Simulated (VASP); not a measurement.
Write the native input for VASP 6.6.1 that does the following.

```
Task                   : single point
Functional             : PBE
Potentials or basis    : VASP PAW PBE potentials, release 64 (Ta_pv, N)
Cutoff                 : 600 eV
k mesh                 : 9 × 9 × 5
Occupations            : fermi-dirac, width 0.01 eV
Spin                   : no spin polarisation
Dipole correction      : no
Further INCAR settings : ALGO = Normal; EDIFF = 1e-06; NBANDS = 24
```

The structure of TaN lies in POSCAR:

```
TaN
1.0
    3.0480019786      0.0000000000      0.0000000000
   -1.5240009893      2.6396471442      0.0000000000
    0.0000000000      0.0000000000      5.0163600000
Ta N
2 2
Direct
    0.0000000000      0.0000000000      0.0000000000
    0.0000000000      0.0000000000      0.5000000000
    0.3333333333      0.6666666667      0.2500000000
    0.6666666667      0.3333333333      0.7500000000
```

This cell differs from its parent crystal: zz strain of +2 %.

One way to write it, as run:

INCAR

```
PREC = Accurate
ENCUT = 600
EDIFF = 1E-6
ISMEAR = -1
SIGMA = 0.01
LREAL = False
LASPH = True
NELM = 120
ALGO = Normal
ISIF = 2
LWAVE = False
LCHARG = False
GGA = PE
NBANDS = 24
GGA_COMPAT = False
```

KPOINTS

```
Automatic mesh
0
Gamma
  9 9 5
```

Potentials or basis: VASP PAW PBE potentials, release 64 (Ta_pv, N).

Run with:

```sh
$ cat potpaw_PBE.64/Ta_pv/POTCAR potpaw_PBE.64/N/POTCAR > POTCAR
$ mpirun -np 1 vasp_std > vasp.out
```

Results of the run:

The pressure is 48.1 GPa and the band gap on the k mesh is zero (band 16 reaches 10.15 eV, above the bottom of band 17 at 8.06 eV).

Caveat: the cell differs from its parent crystal (zz strain of +2 %); spin-orbit coupling is left out, which moves the levels of the heavy elements.

Wall time 14 s on 1 thread of Intel(R) Xeon(R) Platinum 8559C (Emerald Rapids), with other jobs on the host, peak memory 0.18 GiB.
